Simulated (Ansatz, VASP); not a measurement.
## CoSi: VASP beside Ansatz

The input INCAR:

```
ALGO     = Normal         # electronic algorithm
EDIFF    = 1E-7           # SCF threshold, eV
EDIFFG   = -0.001         # ionic threshold
ENCUT    = 600            # plane-wave cutoff, eV
GGA      = PS             # functional
IBRION   = 2              # ionic algorithm
ISIF     = 3              # what is computed and relaxed
ISMEAR   = -1             # smearing method
LASPH    = True           # aspherical terms in the spheres
LCHARG   = False          # write CHGCAR
LREAL    = False          # projectors in reciprocal space
LWAVE    = False          # write WAVECAR
NELM     = 100            # most SCF steps
NSW      = 80             # ionic steps
PREC     = Accurate       # precision mode
SIGMA    = 0.15           # smearing width, eV
```

Contents of KPOINTS:

```
k-points
0
Gamma
  8 8 8
```

Contents of POSCAR:

```
CoSi
1.0
    4.3858255811      0.0000000000      0.0000000000
    0.0000000000      4.3858255811      0.0000000000
    0.0000000000      0.0000000000      4.3858255811
Co Si
4 4
Direct
    0.1456444659      0.1456444659      0.1456444659
    0.3543555341      0.8543555341      0.6456444659
    0.6456444659      0.3543555341      0.8543555341
    0.8543555341      0.6456444659      0.3543555341
    0.8433288443      0.8433288443      0.8433288443
    0.6566711557      0.1566711557      0.3433288443
    0.3433288443      0.6566711557      0.1566711557
    0.1566711557      0.3433288443      0.6566711557
```

Input for Ansatz:

```yaml
crystal:
  lattice:
    - [4.3858255811, 0.0, 0.0]
    - [0.0, 4.3858255811, 0.0]
    - [0.0, 0.0, 4.3858255811]
  atoms:
    - { symbol: Co, position: [0.1456444659, 0.1456444659, 0.1456444659] }
    - { symbol: Co, position: [0.3543555341, 0.8543555341, 0.6456444659] }
    - { symbol: Co, position: [0.6456444659, 0.3543555341, 0.8543555341] }
    - { symbol: Co, position: [0.8543555341, 0.6456444659, 0.3543555341] }
    - { symbol: Si, position: [0.8433288443, 0.8433288443, 0.8433288443] }
    - { symbol: Si, position: [0.6566711557, 0.1566711557, 0.3433288443] }
    - { symbol: Si, position: [0.3433288443, 0.6566711557, 0.1566711557] }
    - { symbol: Si, position: [0.1566711557, 0.3433288443, 0.6566711557] }
basis:
  ecutwfc: 420
kpoints:
  mp_grid: { grid: [8, 8, 8] }
hamiltonian:
  xc: pbesol
scf:
  occupations: { method: fermi_dirac, width: 0.15 }
output:
  forces: true
  stress: true
  eigenvalues: true
relax:
  adjacent_minimum: "off"
  f_tol: 0.001
  max_steps: 60
  cell: { stress_tol: 0.01 }
```

Alike in both runs: task relaxation of cell and atoms; functional PBEsol; k mesh 8 × 8 × 8; occupations fermi-dirac, width 0.15 eV; no spin polarisation.

|  | VASP | Ansatz |
| --- | --- | --- |
| version | VASP 6.6.1 | Ansatz 0.2.0 |
| potentials or method | VASP PAW PBE potentials, release 64 (Co, Si), cutoff 600 eV | scalar-relativistic, plane waves, PAW |
| valence electrons in the cell | 52 | 84 |

Ansatz gave:

* gap on the k mesh at the Fermi level, each at its own relaxed structure (eV): none
* relaxed volume (Å³/atom): 10.56
* relaxed cell length with the largest relative difference (Å): 4.388

Question: What did VASP give for the same quantities?

Answer: gap on the k mesh at the Fermi level, each at its own relaxed structure (eV): none; relaxed volume (Å³/atom): 10.57; relaxed cell length with the largest relative difference (Å): 4.389.

VASP's potentials were made for PBE, not for PBEsol. A gap of «none» marks a metal or a gap that the smearing closes. VASP's potentials hold 52 valence electrons a cell and Ansatz's 84, so a difference there can come from the potentials and not from the codes.
